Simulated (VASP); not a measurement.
Sb: electric field gradients with PBEsol

Sb:

```
CELL_PARAMETERS angstrom
2.15060 1.24165 3.70656
-2.15060 1.24165 3.70656
0.00000 -2.48330 3.70656
ATOMIC_POSITIONS crystal
Sb 0.23364 0.23364 0.23364
Sb 0.76636 0.76636 0.76636
```

This cell differs from its parent crystal: zz strain of -1 %.

```yaml
Program: VASP 6.6.1
Task: electric field gradients
Functional: PBEsol
Potentials_or_basis: VASP PAW PBE potentials, release 64 (Sb)
Cutoff: 400 eV
k_mesh: 9 × 9 × 9
Occupations: fermi-dirac, width 0.05 eV
Spin: no spin polarisation
Dipole_correction: no
Further_INCAR_settings: ALGO = Normal; EDIFF = 1e-08; NBANDS = 12
```

```yaml
Pressure: 1.2 GPa
Largest_force: 0.266 eV/Å
Band_gap_on_the_k_mesh: 0.06 eV, indirect (least direct gap 0.47 eV)
```

Forces in eV/Å, atoms in the order of the input:
```
Sb   0.000  0.000  0.266
Sb   0.000  0.000 -0.266
```

Stress tensor (GPa, compression positive):
```
1.24 0.00 0.00
0.00 1.24 0.00
0.00 0.00 0.96
```

Levels at points of the mesh, in eV from the valence-band top:
```tsv
k point	band 3	band 4	band 5	band 6	band 7	band 8
(0.00, 0.00, 0.00)	-1.94	-1.79	-1.79	2.15	2.80	2.80
```

Electric field gradients, principal values (V/Å²):
```csv
atom,least,middle,greatest (by size)
1 Sb,23.184,23.184,-46.367
2 Sb,23.184,23.184,-46.367
```

Run time: 82 s on 1 thread of Intel Xeon 8259CL (shared host), peak memory 0.18 GiB.

Caveat: the cell differs from its parent crystal (zz strain of -1 %); without QUAD_EFG the Cq values of the log hold for a quadrupole moment of 1 mb, not for the nuclei; the PAW data sets were made with another functional, which shifts forces and pressure a little; spin-orbit coupling is left out, which moves the levels of the heavy elements. A k mesh can miss the band edges.
